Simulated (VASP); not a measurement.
GaSb: single point with r2SCAN

Crystal: GaSb.

```
Ga Sb
1.0
     0.00000    2.99782    3.05900
     3.05900    0.00000    3.05900
     3.05900    2.99782    0.00000
Ga Sb
1 1
Direct
  0.00000 0.00000 0.00000
  0.75000 0.75000 0.75000
```

This cell differs from its parent crystal: strain -0.0200 x Voigt [0, 1, 0, 0, 0, 0].

```yaml
Program: VASP 6.6.1
Task: single point
Functional: r2SCAN
Potentials_or_basis: VASP PAW PBE potentials, release 64 (Ga_d, Sb)
Cutoff: 520 eV
k_mesh: 6 × 6 × 6
Occupations: gaussian, width 0.05 eV
Spin: no spin polarisation
Dipole_correction: no
Further_INCAR_settings: ALGO = Normal; EDIFF = 1e-06; NBANDS = 16
```

| Item | Value |
| --- | --- |
| Pressure | 1.6 GPa |
| Band gap on the k mesh | 0.52 eV, direct |

Stress tensor (GPa, compression positive):
```
1.31 0.00 0.00
0.00 2.28 0.00
0.00 0.00 1.31
```

Levels at points of the mesh, in eV from the valence-band top:
```tsv
k point	band 5	band 6	band 7	band 8	band 9	band 10	band 11	band 12	band 13	band 14
(0.00, 0.00, 0.00)	-15.57	-12.16	-0.12	-0.12	0.00	0.52	2.85	2.91	2.91	6.30
(0.50, 0.00, 0.00)	-15.57	-10.38	-6.77	-1.41	-1.25	0.64	3.87	3.99	6.83	9.98
(0.50, 0.50, 0.00)	-15.56	-9.49	-7.26	-2.82	-2.80	1.07	1.40	9.29	9.29	10.84
(0.50, 0.00, 0.50)	-15.56	-9.41	-7.16	-2.94	-2.94	0.90	1.27	9.33	9.33	10.93
```

Wall time 90 s on 1 thread of AMD EPYC 7R43 64-Core Processor (Zen 3), with other jobs on the host, peak memory 0.17 GiB.

Caveat: the cell differs from its parent crystal (strain -0.0200 x Voigt [0, 1, 0, 0, 0, 0]); the PAW data sets were made with another functional, which shifts forces and pressure a little; spin-orbit coupling is left out, which moves the levels of the heavy elements. A k mesh can miss the band edges.
